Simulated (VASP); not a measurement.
# Au (P-3m1) in VASP: further runs

The runs below take Au through single point, with PBE.

All numbers are computed with VASP 6.6.1; they aren't measurements. Logs are shortened: lines on timing, memory, paths and dates and some standing lists are left out, and cuts for length are marked.

## 1. The cell of the first run

Symmetry: P-3m1, No. 164, trigonal system. Conventional cell: a = 2.900 Å, b = 2.900 Å, c = 4.880 Å, α = 90.00°, β = 90.00°, γ = 120.00°. Au (site symmetry 3m) has 12 Au at 2.80 to 3.13 Å within 3.7 Å.

## 2. Single point, PBE (atom 1 (Au) moved by (+0.000, -0.200) A along [1 1 0] and z)

Contents of INCAR:

```
ALGO     = Fast           # electronic algorithm
EDIFF    = 1E-6           # SCF threshold, eV
ENCUT    = 520            # plane-wave cutoff, eV
GGA      = PE             # functional
ISIF     = 2              # what is computed and relaxed
ISMEAR   = 0              # smearing method
LASPH    = True           # aspherical terms in the spheres
LCHARG   = False          # write CHGCAR
LREAL    = False          # projectors in reciprocal space
LWAVE    = False          # write WAVECAR
NBANDS   = 18             # bands
NELM     = 60             # most SCF steps
PREC     = Accurate       # precision mode
SIGMA    = 0.15           # smearing width, eV
```

Contents of KPOINTS:

```
k-points
0
Gamma
  18 18 10
```

Contents of POSCAR:

```
Au
1.0
    2.8999984104      0.0000000000      0.0000000000
   -1.4499992052      2.5114722944      0.0000000000
    0.0000000000      0.0000000000      4.8800000000
Au
2
Direct
    0.3333333333      0.6666666667      0.7090163934
    0.6666666667      0.3333333333      0.2500000000
```

Potentials or basis: VASP PAW PBE potentials, release 64 (Au).

On the command line:

```
> cat potpaw_PBE.64/Au/POTCAR > POTCAR
> mpirun -np 1 vasp_std > vasp.out
```

OUTCAR:

```text
EDIFF = 1E-6
   ENCUT = 520
   GGA = PE
   ISIF = 2
   ISMEAR = 0
   LASPH = True
   LREAL = False
   NELM = 60
   PREC = Accurate

 ion  position               nearest neighbor table
   1  0.333  0.667  0.709-   2 2.80   2 2.80   2 2.80   2 3.13   2 3.13   2 3.13
   2  0.667  0.333  0.250-   1 2.80   1 2.80   1 2.80   1 3.13   1 3.13   1 3.13

  LATTYP: Found a hexagonal cell.
 ALAT       =     2.8999984104
 C/A-ratio  =     1.6827595431

  Lattice vectors:

 A1 = (   2.8999984104,   0.0000000000,   0.0000000000)
 A2 = (  -1.4499992052,   2.5114722944,   0.0000000000)
 A3 = (   0.0000000000,   0.0000000000,   4.8800000000)

Analysis of symmetry for initial positions (statically):
=====================================================================
 Subroutine PRICEL returns:
 Original cell was already a primitive cell.

 Routine SETGRP: Setting up the symmetry group for a
 hexagonal supercell.

 Subroutine GETGRP returns: Found 12 space group operations
 (whereof  6 operations were pure point group operations)
 out of a pool of 24 trial point group operations.

The static configuration has the point symmetry C_3v.
 The point group associated with its full space group is D_3d.

Analysis of symmetry for dynamics (positions and initial velocities):
=====================================================================
 Subroutine PRICEL returns:
 Original cell was already a primitive cell.

 Routine SETGRP: Setting up the symmetry group for a
 hexagonal supercell.

 Subroutine GETGRP returns: Found 12 space group operations
 (whereof  6 operations were pure point group operations)
 out of a pool of 24 trial point group operations.

The dynamic configuration has the point symmetry C_3v.
 The point group associated with its full space group is D_3d.

 Subroutine INISYM returns: Found 12 space group operations
 (whereof  6 operations are pure point group operations),
 and found     1 'primitive' translations

----------------------------------------------------------------------------------------

                                     Primitive cell

  volume of cell :      35.5423

  direct lattice vectors                    reciprocal lattice vectors
     2.899998410  0.000000000  0.000000000     0.344827775  0.199086409  0.000000000
    -1.449999205  2.511472294  0.000000000     0.000000000  0.398172818  0.000000000
     0.000000000  0.000000000  4.880000000     0.000000000  0.000000000  0.204918033

  length of vectors
     2.899998410  2.899998410  4.880000000     0.398172818  0.398172818  0.204918033

  position of ions in fractional coordinates (direct lattice)
     0.333333333  0.666666667  0.709016393
     0.666666667  0.333333333  0.250000000

  ion indices of the primitive-cell ions
   primitive index   ion index
                 1           1
                 2           2

----------------------------------------------------------------------------------------

 KPOINTS: k-points

Automatic generation of k-mesh.
 Grid dimensions read from file:
 generate k-points for:   18   18   10

 Generating k-lattice:

  Cartesian coordinates                     Fractional coordinates (reciprocal lattice)
     0.019157099  0.011060356  0.000000000     0.055555556  0.000000000  0.000000000
     0.000000000  0.022120712  0.000000000     0.000000000  0.055555556  0.000000000
     0.000000000  0.000000000  0.020491803     0.000000000  0.000000000  0.100000000

  Length of vectors
     0.022120712  0.022120712  0.020491803

  Shift w.r.t. Gamma in fractional coordinates (k-lattice)
     0.000000000  0.000000000  0.000000000

 Subroutine IBZKPT returns following result:
 ===========================================

 Found    330 irreducible k-points:

 Following reciprocal coordinates:
            Coordinates               Weight
  0.000000  0.000000  0.000000      1.000000
  0.055556  0.000000  0.000000      6.000000
  0.111111  0.000000  0.000000      6.000000
  0.166667  0.000000  0.000000      6.000000
  0.222222 -0.000000  0.000000      6.000000
  0.277778 -0.000000  0.000000      6.000000
[... 16 lines left out ...]
  0.333333  0.111111  0.000000     12.000000
  0.388889  0.111111  0.000000     12.000000
 [... further k-points ...]
   k-points           NKPTS =    330   k-points in BZ     NKDIM =    330   number of bands    NBANDS=     18
   number of dos      NEDOS =    301   number of ions     NIONS =      2
   total plane-waves  NPLWV =  20736
   dimension x,y,z NGX =    24 NGY =   24 NGZ =   36
   dimension x,y,z NGXF=    48 NGYF=   48 NGZF=   72
   ions per type =               2
   NGX,Y,Z   is equivalent  to a cutoff of  13.76, 13.76, 12.26 a.u.
   NGXF,Y,Z  is equivalent  to a cutoff of  27.52, 27.52, 24.53 a.u.
 SYSTEM =  unknown system
   PREC   = accura    normal or accurate (medium, high low for compatibility)
   ISTART =      0    job   : 0-new  1-cont  2-samecut
   ICHARG =      2    charge: 1-file 2-atom 10-const
   ISPIN  =      1    spin polarized calculation?
   LNONCOLLINEAR =      F non collinear calculations
   LSORBIT =      F    spin-orbit coupling
   LASPH  =      T    aspherical Exc in radial PAW
   ENCUT  =  520.0 eV  38.22 Ry    6.18 a.u.   5.39  5.39  9.07*2*pi/ulx,y,z
   NELM   =     60;   NELMIN=  2; NELMDL= -5     # of ELM steps
   EDIFF  = 0.1E-05   stopping-criterion for ELM
   LREAL  =      F    real-space projection
   EDIFFG = 0.1E-04   stopping-criterion for IOM
   NSW    =      0    number of steps for IOM
   IBRION =     -1    ionic relax: 0-MD 1-quasi-New 2-CG
   NFREE  =      0    steps in history (QN), initial steepest desc. (CG)
   ISIF   =      2    stress and relaxation
   ISYM   =      2    0-nonsym 1-usesym 2-fastsym
   POTIM  = 0.5000    time-step for ionic-motion
   TEBEG  =    0.0;   TEEND  =   0.0 temperature during run
   PSTRESS=    0.0 pullay stress
   NELECT =      22.0000    total number of electrons
   NUPDOWN=      -1.0000    fix difference up-down
   EMIN   =  10.00;   EMAX   =-10.00  energy-range for DOS
   EFERMI =   0.00;   METHOD = LEGACY
   ISMEAR =     0;   SIGMA  =   0.15  broadening in eV -4-tet -1-fermi 0-gaus
   EFERMI_NEDOS =   21; number of points for ismear=-14 and -15
   IALGO  =     68    algorithm
   IMIX   =      4    mixing-type and parameters
     AMIX     =   0.40;   BMIX     =  1.00
     AMIX_MAG =   1.60;   BMIX_MAG =  1.00
  volume/ion in A,a.u.               =      17.77       119.93
  Fermi-wavevector in a.u.,A,eV,Ry     =   1.395191  2.636529 26.484537  1.946559
  Thomas-Fermi vector in A             =   2.518667
   LORBIT       =      0    0 simple, 1 ext, 2 COOP (PROOUT), +10 PAW based schemes
   GGA     = PE    functional components
   LHFCALC =     F    Hartree Fock is set to
   AEXX    =    0.0000 exact exchange contribution
   IVDW    =     0    specifies the selected vdW correction
   LEPSILON=     F    determine dielectric tensor
   LRPA    =     F    only Hartree local field effects (RPA)
 non-spin polarized calculation
 RMM-DIIS sequential band-by-band and
 Gauss-broadening in eV      SIGMA  =   0.15
  energy-cutoff  :      520.00
  volume of cell :       35.54
 maximum number of plane-waves:       984
 NGX is ok and might be reduce to    24
   NGX = 11   NGY = 11   NGZ = 19

 number of electron      22.0000001 magnetization

 Free energy of the ion-electron system (eV)
  ---------------------------------------------------
  ext. energy  EPLUGINS =         0.00000000
  ---------------------------------------------------
  free energy    TOTEN  =        -6.28913025 eV

  energy without entropy =       -6.27911449  energy(sigma->0) =       -6.28412237

 E-fermi :   8.7913     XC(G=0): -12.4458

 val. band max:        8.7819425269   @ k =   0.1667   0.1667   0.3000
 cond. band min:       8.7979051358   @ k =   0.3889   0.1111   0.3000
 fundamental gap:      0.0159626088
 Fermi energy:         8.7913473771

 k-point     1 :       0.0000    0.0000    0.0000
  band No.  band energies     occupation
      1      -0.6886      2.00000
      2       1.6906      2.00000
      3       4.2059      2.00000
      4       4.3401      2.00000
      5       4.3401      2.00000
      6       4.5609      2.00000
[... 10 lines left out ...]
     17      26.9574      0.00000
     18      26.9574      0.00000

 k-point     2 :       0.0556    0.0000    0.0000
  band No.  band energies     occupation
      1      -0.5940      2.00000
      2       1.7683      2.00000
      3       4.1293      2.00000
      4       4.4007      2.00000
      5       4.4051      2.00000
      6       4.5261      2.00000
[... 10 lines left out ...]
     17      26.4115      0.00000
     18      26.5413      0.00000

 k-point     3 :       0.1111    0.0000    0.0000
  band No.  band energies     occupation
      1      -0.3162      2.00000
      2       1.9865      2.00000
      3       3.9819      2.00000
      4       4.3881      2.00000
      5       4.5750      2.00000
      6       4.5753      2.00000
[... 10 lines left out ...]
     17      25.3053      0.00000
     18      26.6190      0.00000

 k-point     4 :       0.1667    0.0000    0.0000
  band No.  band energies     occupation
      1       0.1235      2.00000
      2       2.2888      2.00000
      3       3.8233      2.00000
      4       4.2176      2.00000
      5       4.7447      2.00000
      6       4.7608      2.00000
[... 10 lines left out ...]
     17      25.5754      0.00000
     18      26.0575      0.00000

 k-point     5 :       0.2222   -0.0000    0.0000
  band No.  band energies     occupation
      1       0.6797      2.00000
      2       2.5402      2.00000
      3       3.6921      2.00000
      4       4.0402      2.00000
      5       4.4192      2.00000
      6       4.7305      2.00000
[... 10 lines left out ...]
     17      25.3007      0.00000
     18      25.9002      0.00000

 k-point     6 :       0.2778   -0.0000    0.0000
  band No.  band energies     occupation
      1       1.2648      2.00000
      2       2.5857      2.00000
      3       3.4336      2.00000
      4       4.1436      2.00000
      5       4.3261      2.00000
      6       4.6195      2.00000
[... 10 lines left out ...]
     17      23.7828      0.00000
     18      25.3948      0.00000

 k-point     7 :       0.3333    0.0000    0.0000
  band No.  band energies     occupation
      1       1.7435      2.00000
      2       2.4796      2.00000
      3       3.1217      2.00000
      4       4.3766      2.00000
      5       4.5021      2.00000
      6       4.5356      2.00000
[... 10 lines left out ...]
     17      22.5326      0.00000
     18      24.7002      0.00000

 k-point     8 :       0.3889   -0.0000    0.0000
  band No.  band energies     occupation
      1       2.0193      2.00000
      2       2.3469      2.00000
      3       2.8735      2.00000
      4       4.4060      2.00000
      5       4.5909      2.00000
      6       4.7243      2.00000
[... 10 lines left out ...]
     17      21.5197      0.00000
     18      24.1108      0.00000
[... 229 lines left out ...]
     17      25.8558      0.00000
     18      26.1836      0.00000

 k-point    20 :       0.1667    0.1111    0.0000
  band No.  band energies     occupation
      1       0.9264      2.00000
      2       2.7529      2.00000
      3       3.5275      2.00000
      4       3.9910      2.00000
      5       4.1759      2.00000
      6       4.6928      2.00000
[... 10 lines left out ...]
     17      25.7448      0.00000
     18      25.8793      0.00000

 k-point    21 :       0.2222    0.1111    0.0000
  band No.  band energies     occupation
      1       1.5108      2.00000
      2       2.8231      2.00000
      3       3.3812      2.00000
      4       3.8434      2.00000
      5       4.2025      2.00000
      6       4.5573      2.00000
[... 10 lines left out ...]
     17      24.0241      0.00000
     18      25.0889      0.00000

 k-point    22 :       0.2778    0.1111    0.0000
  band No.  band energies     occupation
      1       1.9972      2.00000
      2       2.7052      2.00000
      3       3.1280      2.00000
      4       4.0169      2.00000
      5       4.3442      2.00000
      6       4.5439      2.00000
[... 10 lines left out ...]
     17      22.7023      0.00000
     18      24.3125      0.00000

 k-point    23 :       0.3333    0.1111    0.0000
  band No.  band energies     occupation
      1       2.2737      2.00000
      2       2.5647      2.00000
      3       2.9038      2.00000
      4       4.1901      2.00000
      5       4.5216      2.00000
      6       4.6873      2.00000
[... 10 lines left out ...]
     17      21.6984      0.00000
     18      23.7311      0.00000

 k-point    24 :       0.3889    0.1111    0.0000
  band No.  band energies     occupation
      1       2.3799      2.00000
      2       2.4667      2.00000
      3       2.7593      2.00000
      4       4.2201      2.00000
      5       4.5871      2.00000
      6       4.8667      2.00000
[... 10 lines left out ...]
     17      20.8611      0.00000
     18      23.3886      0.00000

 [... further k-points ...]
[... 5 lines left out ...]
  --------------------------------------------------------------------------------------
  -------------------------------------------------------------------------------------
  Total        0.9757668      0.9757668      1.3878693      0.0000000      0.0000000      0.0000000
  in kB       43.9856123     43.9856123     62.5623675      0.0000000      0.0000000      0.0000000
  external PRESSURE =      50.1778641 kB  Pullay stress =       0.0000000 kB

 VOLUME and BASIS-vectors are now :
 -----------------------------------------------------------------------------
  energy-cutoff  :      520.00
  volume of cell :       35.54
      direct lattice vectors                 reciprocal lattice vectors
     2.899998410  0.000000000  0.000000000     0.344827775  0.199086409  0.000000000
    -1.449999205  2.511472294  0.000000000     0.000000000  0.398172818  0.000000000
     0.000000000  0.000000000  4.880000000     0.000000000  0.000000000  0.204918033

 POSITION                                       TOTAL-FORCE (eV/Angst)
 -----------------------------------------------------------------------------------
     -0.00000      1.67431      3.46000        -0.000000      0.000000      1.422933
      1.45000      0.83716      1.22000         0.000000      0.000000     -1.422933
 -----------------------------------------------------------------------------------
    total drift:                               -0.000000      0.000000      0.000001

  FREE ENERGIE OF THE ION-ELECTRON SYSTEM (eV)
  ---------------------------------------------------
  free  energy   TOTEN  =        -6.2891302531 eV

  energy  without entropy=       -6.2791144898  energy(sigma->0) =       -6.28412237
```

Run time: 3.4 min. Hardware: 1 thread of Intel Xeon 8259CL, shared host; peak memory 0.29 GiB.

What came out:

- Free energy: -6.2891 eV
- Pressure: 5.0 GPa
- Largest force: 1.423 eV/Å
- Band gap on the k mesh: zero (bands 11 and 12 overlap by 6.40 eV)

Forces on the atoms (eV/Å):
```
Au   0.000  0.000  1.423
Au   0.000  0.000 -1.423
```

Stress tensor (GPa, compression positive):
```
4.40 0.00 0.00
0.00 4.40 0.00
0.00 0.00 6.26
```

Levels at points of the mesh, in eV from the Fermi level:
| k point | band 9 | band 10 | band 11 | band 12 | band 13 | band 14 |
| --- | --- | --- | --- | --- | --- | --- |
| (0.00, 0.00, 0.00) | -3.38 | -2.10 | -2.10 | -0.87 | 2.31 | 14.54 |
| (0.50, 0.00, 0.00) | -1.89 | -1.66 | 0.36 | 1.49 | 5.49 | 6.94 |
| (0.00, 0.00, 0.50) | -2.81 | -2.81 | -2.33 | -2.33 | 9.04 | 11.74 |
| (0.50, 0.00, 0.50) | -1.83 | -1.71 | 0.36 | 0.75 | 3.55 | 4.05 |

Caveat: the cell differs from its parent crystal (atom 1 (Au) moved by (+0.000, -0.200) A along [1 1 0] and z); the cell stands under pressure; spin-orbit coupling is left out, which moves the levels of the heavy elements; forces of over 1 eV/Å act on the atoms, so gaps and moduli don't describe the material at rest.

## 3. Single point, PBE

Contents of INCAR:

```
SYSTEM = Au
  PREC = Accurate
  ENCUT = 520
  EDIFF = 1E-6
  ISMEAR = 0
  SIGMA = 0.15
  LREAL = .False.
  LASPH = .True.
  NELM = 100
  ALGO = Fast
  ISIF = 2
  LWAVE = .False.
  LCHARG = .False.
  GGA = PE
  NBANDS = 18
```

Contents of KPOINTS:

```
Automatic mesh
0
Gamma
  18 18 10
  0 0 0
```

POSCAR is that of step 2.

Potentials or basis: VASP PAW PBE potentials, release 64 (Au).

On the command line:

```
> cat potpaw_PBE.64/Au/POTCAR > POTCAR
> mpirun -np 1 vasp_std > vasp.out
```

It took 4.1 min on 1 thread of Intel Xeon 8259CL, shared host; peak memory 0.29 GiB.

Results (log left out):

- Free energy: -6.2891 eV
- Pressure: 5.0 GPa
- Largest force: 1.423 eV/Å
- Band gap on the k mesh: zero (bands 11 and 12 overlap by 6.40 eV)

Forces in eV/Å, atoms in the order of the input:
```
Au   0.000  0.000  1.423
Au   0.000  0.000 -1.423
```

Stress tensor (GPa, compression positive):
```
4.40 0.00 0.00
0.00 4.40 0.00
0.00 0.00 6.26
```

Levels at points of the mesh, in eV from the Fermi level:
```
           k point  band 7  band 8  band 9  band 10  band 11  band 12  band 13  band 14  band 15  band 16
(0.00, 0.00, 0.00)   -4.23   -3.38   -3.38    -2.10    -2.10    -0.87     2.31    14.54    16.04    16.72
(0.50, 0.00, 0.00)   -3.46   -1.93   -1.89    -1.66     0.36     1.49     5.49     6.94     7.49    10.26
(0.00, 0.00, 0.50)   -4.47   -4.38   -2.81    -2.81    -2.33    -2.33     9.04    11.74    14.71    15.02
(0.50, 0.00, 0.50)   -2.44   -2.28   -1.83    -1.71     0.36     0.75     3.55     4.05    12.48    12.91
```

Caveat: the cell stands under pressure; spin-orbit coupling is left out, which moves the levels of the heavy elements; forces of over 1 eV/Å act on the atoms, so gaps and moduli don't describe the material at rest.
